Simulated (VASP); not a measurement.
# BN (P1) in VASP: single point with PBE+D3(BJ)

Aim: the single point of BN with PBE+D3(BJ).

Everything below comes from runs of VASP 6.6.1. Logs are shortened: lines on timing, memory, paths and dates and some standing lists are left out, and cuts for length are marked.

## 1. The cell of the first run

The typed cell holds 8 atoms: a = 4.274 Å, b = 4.693 Å, c = 4.678 Å, α = 64.18°, β = 62.38°, γ = 62.85°.

## 2. Single point, PBE+D3(BJ) (atoms moved at random and the cell strained at random)

Input file INCAR:

```
PREC = Accurate ; ENCUT = 520
EDIFF = 1E-7 ; ISMEAR = 0
SIGMA = 0.05 ; LREAL = False
LASPH = True ; NELM = 80
ALGO = Normal ; ISIF = 2
LWAVE = False ; LCHARG = False
GGA = PE ; IVDW = 12
NBANDS = 26
```

Input file KPOINTS:

```
regular mesh
0
Gamma
  6 6 6
```

Input file POSCAR:

```
BN
1.0
   -0.0118856022      0.0115979019      4.2742978814
    2.4962546692      3.3490023369      2.1392066477
   -2.4821338779      3.3294736083      2.1529492275
B N
4 4
Direct
    0.5010356338      0.7559885343      0.2467608445
    0.4999407474      0.2556500622      0.7485901050
    0.0063587802      0.5022727386      0.5007918761
   -0.0045818075      0.9992778929     -0.0061235559
    0.1652370080      0.7314991330      0.2516553666
    0.1811819739      0.2564567850      0.7382989048
    0.6529979466      0.5075492489      0.5022930405
    0.6646296777     -0.0086943948      0.0177334184
```

Potentials or basis: VASP PAW PBE potentials, release 64 (B, N).

Command:

```console
$ cat potpaw_PBE.64/B/POTCAR potpaw_PBE.64/N/POTCAR > POTCAR
$ mpirun -np 1 vasp_std > vasp.out
```

OUTCAR:

```text
PREC = Accurate
   ENCUT = 520
   EDIFF = 1E-7
   ISMEAR = 0
   LREAL = False
   LASPH = True
   NELM = 80
   ISIF = 2
   GGA = PE
   IVDW = 12
 IVDW          = 12

 ion  position               nearest neighbor table
   1  0.501  0.756  0.247-   8 1.35   7 1.42   5 1.48
   2  0.500  0.256  0.749-   6 1.38   7 1.40   8 1.51
   3  0.006  0.502  0.501-   5 1.35   6 1.41   7 1.50
   4  0.995  0.999  0.994-   8 1.38   5 1.49   6 1.50
   5  0.165  0.731  0.252-   3 1.35   1 1.48   4 1.49
   6  0.181  0.256  0.738-   2 1.38   3 1.41   4 1.50
   7  0.653  0.508  0.502-   2 1.40   1 1.42   3 1.50
   8  0.665  0.991  0.018-   1 1.35   4 1.38   2 1.51

  LATTYP: Found a triclinic cell.
 ALAT       =     7.6549829504
 B/A-ratio  =     0.5583722615
 C/A-ratio  =     0.8709297887
 COS(alpha) =     0.0053810713
 COS(beta)  =     0.4425134262
 COS(gamma) =     0.8381032979

  Lattice vectors:

 A1 = (  -2.4843690670,  -3.3606002388,  -6.4135045291)
 A2 = (   0.0118856022,  -0.0115979019,  -4.2742978814)
 A3 = (  -0.0260063935,  -6.6668780433,  -0.0178579938)

Analysis of symmetry for initial positions (statically):
=====================================================================
 Subroutine PRICEL returns:
 Original cell was already a primitive cell.

 Routine SETGRP: Setting up the symmetry group for a
 triclinic supercell.

 Subroutine GETGRP returns: Found  1 space group operations
 (whereof  1 operations were pure point group operations)
 out of a pool of  2 trial point group operations.

The static configuration has the point symmetry C_1 .

Analysis of symmetry for dynamics (positions and initial velocities):
=====================================================================
 Subroutine PRICEL returns:
 Original cell was already a primitive cell.

 Routine SETGRP: Setting up the symmetry group for a
 triclinic supercell.

 Subroutine GETGRP returns: Found  1 space group operations
 (whereof  1 operations were pure point group operations)
 out of a pool of  2 trial point group operations.

The dynamic configuration has the point symmetry C_1 .

 Subroutine INISYM returns: Found  1 space group operations
 (whereof  1 operations are pure point group operations),
 and found     1 'primitive' translations

----------------------------------------------------------------------------------------

                                     Primitive cell

  volume of cell :      70.9305

  direct lattice vectors                    reciprocal lattice vectors
    -0.011885602  0.011597902  4.274297881     0.001237831 -0.150627856  0.234368710
     2.496254669  3.349002337  2.139206648     0.200283310  0.149213565  0.000152054
    -2.482133878  3.329473608  2.152949228    -0.201462366  0.150783712 -0.000969347

  length of vectors
     4.274330141  4.692899861  4.677774414     0.278601822  0.249756112  0.251642112

  position of ions in fractional coordinates (direct lattice)
     0.501035634  0.755988534  0.246760845
     0.499940747  0.255650062  0.748590105
     0.006358780  0.502272739  0.500791876
     0.995418192  0.999277893  0.993876444
     0.165237008  0.731499133  0.251655367
     0.181181974  0.256456785  0.738298905
     0.652997947  0.507549249  0.502293040
     0.664629678  0.991305605  0.017733418

  ion indices of the primitive-cell ions
   primitive index   ion index
                 1           1
                 2           2
                 3           3
                 4           4
                 5           5
                 6           6
                 7           7
                 8           8

----------------------------------------------------------------------------------------

 KPOINTS: regular mesh

Automatic generation of k-mesh.
 Grid dimensions read from file:
 generate k-points for:    6    6    6

 Generating k-lattice:

  Cartesian coordinates                     Fractional coordinates (reciprocal lattice)
     0.000206305 -0.025104643  0.039061452     0.166666667  0.000000000  0.000000000
     0.033380552  0.024868927  0.000025342     0.000000000  0.166666667  0.000000000
    -0.033577061  0.025130619 -0.000161558     0.000000000  0.000000000  0.166666667

  Length of vectors
     0.046433637  0.041626019  0.041940352

  Shift w.r.t. Gamma in fractional coordinates (k-lattice)
     0.000000000  0.000000000  0.000000000

 Subroutine IBZKPT returns following result:
 ===========================================

 Found    112 irreducible k-points:

 Following reciprocal coordinates:
            Coordinates               Weight
  0.000000  0.000000  0.000000      1.000000
  0.166667 -0.000000 -0.000000      2.000000
  0.333333 -0.000000 -0.000000      2.000000
  0.500000  0.000000  0.000000      1.000000
  0.000000  0.166667  0.000000      2.000000
  0.166667  0.166667 -0.000000      2.000000
[... 16 lines left out ...]
  0.333333 -0.000000  0.166667      2.000000
  0.500000  0.000000  0.166667      2.000000
 [... further k-points ...]
   k-points           NKPTS =    112   k-points in BZ     NKDIM =    112   number of bands    NBANDS=     26
   number of dos      NEDOS =    301   number of ions     NIONS =      8
   total plane-waves  NPLWV =  41472
   dimension x,y,z NGX =    32 NGY =   36 NGZ =   36
   dimension x,y,z NGXF=    64 NGYF=   72 NGZF=   72
   ions per type =               4   4
   NGX,Y,Z   is equivalent  to a cutoff of  12.45, 12.75, 12.79 a.u.
   NGXF,Y,Z  is equivalent  to a cutoff of  24.89, 25.51, 25.59 a.u.
 SYSTEM =  unknown system
   PREC   = accura    normal or accurate (medium, high low for compatibility)
   ISTART =      0    job   : 0-new  1-cont  2-samecut
   ICHARG =      2    charge: 1-file 2-atom 10-const
   ISPIN  =      1    spin polarized calculation?
   LNONCOLLINEAR =      F non collinear calculations
   LSORBIT =      F    spin-orbit coupling
   LASPH  =      T    aspherical Exc in radial PAW
   ENCUT  =  520.0 eV  38.22 Ry    6.18 a.u.   7.95  8.73  8.70*2*pi/ulx,y,z
   NELM   =     80;   NELMIN=  2; NELMDL= -5     # of ELM steps
   EDIFF  = 0.1E-06   stopping-criterion for ELM
   LREAL  =      F    real-space projection
   EDIFFG = 0.1E-05   stopping-criterion for IOM
   NSW    =      0    number of steps for IOM
   IBRION =     -1    ionic relax: 0-MD 1-quasi-New 2-CG
   NFREE  =      0    steps in history (QN), initial steepest desc. (CG)
   ISIF   =      2    stress and relaxation
   ISYM   =      2    0-nonsym 1-usesym 2-fastsym
   POTIM  = 0.5000    time-step for ionic-motion
   TEBEG  =    0.0;   TEEND  =   0.0 temperature during run
   PSTRESS=    0.0 pullay stress
   NELECT =      32.0000    total number of electrons
   NUPDOWN=      -1.0000    fix difference up-down
   EMIN   =  10.00;   EMAX   =-10.00  energy-range for DOS
   EFERMI =   0.00;   METHOD = LEGACY
   ISMEAR =     0;   SIGMA  =   0.05  broadening in eV -4-tet -1-fermi 0-gaus
   EFERMI_NEDOS =   21; number of points for ismear=-14 and -15
   IALGO  =     38    algorithm
   IMIX   =      4    mixing-type and parameters
     AMIX     =   0.40;   BMIX     =  1.00
     AMIX_MAG =   1.60;   BMIX_MAG =  1.00
  volume/ion in A,a.u.               =       8.87        59.83
  Fermi-wavevector in a.u.,A,eV,Ry     =   1.255588  2.372717 21.449604  1.576501
  Thomas-Fermi vector in A             =   2.389337
   LORBIT       =      0    0 simple, 1 ext, 2 COOP (PROOUT), +10 PAW based schemes
   GGA     = PE    functional components
   LHFCALC =     F    Hartree Fock is set to
   AEXX    =    0.0000 exact exchange contribution
   IVDW    =    12    specifies the selected vdW correction
   LEPSILON=     F    determine dielectric tensor
   LRPA    =     F    only Hartree local field effects (RPA)
 non-spin polarized calculation
 Gauss-broadening in eV      SIGMA  =   0.05
  energy-cutoff  :      520.00
  volume of cell :       70.93
 maximum number of plane-waves:      1929
   NGX = 15   NGY = 17   NGZ = 17

 number of electron      32.0000002 magnetization

 Free energy of the ion-electron system (eV)
  ---------------------------------------------------
  ext. energy  EPLUGINS =         0.00000000
  ---------------------------------------------------
  free energy    TOTEN  =       -69.48830568 eV

  energy without entropy =      -69.48830568  energy(sigma->0) =      -69.48830568

 E-fermi :   2.7887     XC(G=0): -10.1102

 val. band max:        2.5148551711   @ k =   0.0000  -0.1667   0.3333
 cond. band min:       6.3214793028   @ k =   0.0000   0.0000   0.0000
 fundamental gap:      3.8066241317
 Fermi energy:         2.7886655365

 k-point     1 :       0.0000    0.0000    0.0000
  band No.  band energies     occupation
      1     -15.6391      2.00000
      2     -12.7222      2.00000
      3     -12.3139      2.00000
      4     -11.9520      2.00000
      5      -6.4791      2.00000
      6      -5.3872      2.00000
[... 18 lines left out ...]
     25      16.1474      0.00000
     26      16.4895      0.00000

 k-point     2 :       0.1667   -0.0000   -0.0000
  band No.  band energies     occupation
      1     -15.4827      2.00000
      2     -12.8615      2.00000
      3     -12.3064      2.00000
      4     -12.1740      2.00000
      5      -6.0638      2.00000
      6      -5.8461      2.00000
[... 18 lines left out ...]
     25      15.4259      0.00000
     26      15.6745      0.00000

 k-point     3 :       0.3333   -0.0000   -0.0000
  band No.  band energies     occupation
      1     -15.0298      2.00000
      2     -13.4952      2.00000
      3     -12.3534      2.00000
      4     -12.2564      2.00000
      5      -6.5042      2.00000
      6      -6.3649      2.00000
[... 18 lines left out ...]
     25      14.6956      0.00000
     26      15.8668      0.00000

 k-point     4 :       0.5000    0.0000    0.0000
  band No.  band energies     occupation
      1     -14.3935      2.00000
      2     -14.2597      2.00000
      3     -12.3626      2.00000
      4     -12.2448      2.00000
      5      -6.7288      2.00000
      6      -6.5970      2.00000
[... 18 lines left out ...]
     25      14.6032      0.00000
     26      14.6811      0.00000

 k-point     5 :       0.0000    0.1667    0.0000
  band No.  band energies     occupation
      1     -15.5203      2.00000
      2     -13.2120      2.00000
      3     -12.1679      2.00000
      4     -11.7634      2.00000
      5      -6.4181      2.00000
      6      -5.7199      2.00000
[... 18 lines left out ...]
     25      15.6893      0.00000
     26      15.9775      0.00000

 k-point     6 :       0.1667    0.1667   -0.0000
  band No.  band energies     occupation
      1     -15.4012      2.00000
      2     -13.1355      2.00000
      3     -12.4634      2.00000
      4     -11.8880      2.00000
      5      -6.2119      2.00000
      6      -5.7703      2.00000
[... 427 lines left out ...]
 k-point    21 :       0.0000    0.0000    0.1667
  band No.  band energies     occupation
      1     -15.5196      2.00000
      2     -13.2094      2.00000
      3     -12.1674      2.00000
      4     -11.7669      2.00000
      5      -6.4187      2.00000
      6      -5.7230      2.00000
[... 18 lines left out ...]
     25      15.8059      0.00000
     26      15.9952      0.00000

 k-point    22 :       0.1667    0.0000    0.1667
  band No.  band energies     occupation
      1     -15.3985      2.00000
      2     -13.1800      2.00000
      3     -12.3824      2.00000
      4     -11.9254      2.00000
      5      -6.1303      2.00000
      6      -5.8164      2.00000
[... 18 lines left out ...]
     25      15.0576      0.00000
     26      16.0896      0.00000

 k-point    23 :       0.3333   -0.0000    0.1667
  band No.  band energies     occupation
      1     -14.9766      2.00000
      2     -13.4448      2.00000
      3     -12.6691      2.00000
      4     -12.1931      2.00000
      5      -6.4055      2.00000
      6      -5.8371      2.00000
[... 18 lines left out ...]
     25      14.2305      0.00000
     26      15.7212      0.00000

 k-point    24 :       0.5000    0.0000    0.1667
  band No.  band energies     occupation
      1     -14.3250      2.00000
      2     -14.1557      2.00000
      3     -12.5627      2.00000
      4     -12.4302      2.00000
      5      -6.3842      2.00000
      6      -6.2239      2.00000
[... 18 lines left out ...]
     25      14.2687      0.00000
     26      15.1462      0.00000

 [... further k-points ...]

------------------------ aborting loop because EDIFF is reached ----------------------------------------

 Edisp (eV)   -1.14738

 E8    (eV) :    -0.3360

  FORCE on cell =-STRESS in cart. coord.  units (eV):
  Direction    XX          YY          ZZ          XY          YZ          ZX
  --------------------------------------------------------------------------------------
  -------------------------------------------------------------------------------------
  Total       6.92443    -0.14248     8.01520    -0.12851    -0.08962     3.08783
  in kB     156.40907    -3.21838   181.04739    -2.90275    -2.02440    69.74794
  external pressure =      111.41 kB  Pullay stress =        0.00 kB

 VOLUME and BASIS-vectors are now :
 -----------------------------------------------------------------------------
  energy-cutoff  :      520.00
  volume of cell :       70.93
      direct lattice vectors                 reciprocal lattice vectors
    -0.011885602  0.011597902  4.274297881     0.001237831 -0.150627856  0.234368710
     2.496254669  3.349002337  2.139206648     0.200283310  0.149213565  0.000152054
    -2.482133878  3.329473608  2.152949228    -0.201462366  0.150783712 -0.000969347

 POSITION                                       TOTAL-FORCE (eV/Angst)
 -----------------------------------------------------------------------------------
      1.26869      3.35920      4.29005        -2.958979     -0.256926     -2.471171
     -1.22588      3.35438      4.29546        -1.281760      0.038997      1.037826
      0.01069      3.34956      2.17982        -1.252465     -0.145281     -2.905620
      0.01569      6.66721      8.53214        -0.806500      0.083994      2.891095
      1.19940      3.28959      2.81290         4.852634      0.293958      2.531540
     -1.19453      3.31912      2.91256        -2.992970      0.091976     -2.969765
      0.01245      3.37973      4.95827        -0.551375      0.001841      2.693384
      2.42264      3.38664      4.99961         4.991414     -0.108558     -0.807288
 -----------------------------------------------------------------------------------
    total drift:                               -0.000054      0.000523     -0.000206

  FREE ENERGIE OF THE ION-ELECTRON SYSTEM (eV)
  ---------------------------------------------------
  free  energy   TOTEN  =       -70.6356849569 eV

  energy  without entropy=      -70.6356849569  energy(sigma->0) =      -70.63568496
```

It took 2.6 min on 1 thread of Intel Xeon Platinum 8375C at 2.90GHz (Ice Lake), shared host; peak memory 0.29 GiB.

Results:

```yaml
Free_energy: -70.6357 eV
Pressure: 11.1 GPa
Largest_force: 5.481 eV/Å
Band_gap_on_the_k_mesh: 3.81 eV
Dispersion_energy_per_atom: -0.143 eV
```

Forces on the atoms (eV/Å):
```
B   -2.959 -0.257 -2.471
B   -1.282  0.039  1.038
B   -1.252 -0.145 -2.906
B   -0.806  0.084  2.891
N    4.853  0.294  2.532
N   -2.993  0.092 -2.970
N   -0.551  0.002  2.693
N    4.991 -0.109 -0.807
```

Stress tensor (GPa, compression positive):
```
15.64 -0.29  6.97
-0.29 -0.32 -0.20
 6.97 -0.20 18.10
```

Caveat: the cell differs from its parent crystal (atoms moved at random and the cell strained at random); forces of over 1 eV/Å act on the atoms, so gaps and moduli don't describe the material at rest.
